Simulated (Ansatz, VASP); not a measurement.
**One calculation of CaS3, two programs**

```
Ca S
1.0
     5.02638    0.00000    0.00000
     0.00000    5.02638    0.00000
     0.00000    0.00000    4.38790
Ca S
1 3
Direct
  0.00000 0.00000 0.00000
  0.50000 0.50000 0.00000
  0.00000 0.50000 0.50000
  0.50000 0.00000 0.50000
```

Change from the starting cell: species swapped into the Zr3Ag type (P4/mmm, No. 123).

Alike in both runs: task single point; functional PBE; k mesh 4 × 4 × 4; occupations gaussian, width 0.1 eV; no spin polarisation.

|  | VASP | Ansatz |
| --- | --- | --- |
| version | VASP 6.6.1 | Ansatz 0.2.0 |
| potentials or method | VASP PAW PBE potentials, release 64 (Ca_sv, S), cutoff 520 eV | scalar-relativistic, plane waves, PAW |
| valence electrons in the cell | 28 | 28 |

|  | VASP | Ansatz | Ansatz less VASP |
| --- | --- | --- | --- |
| gap on the k mesh at the Fermi level (eV) | none | none | - |
| pressure (GPa) | -10.4 | -10.4 | +0.01 |
| traceless stress, the component that is largest in VASP (GPa) | -1.04 | -1.05 | -0.005 |

A gap of «none» marks a metal or a gap that the smearing closes.
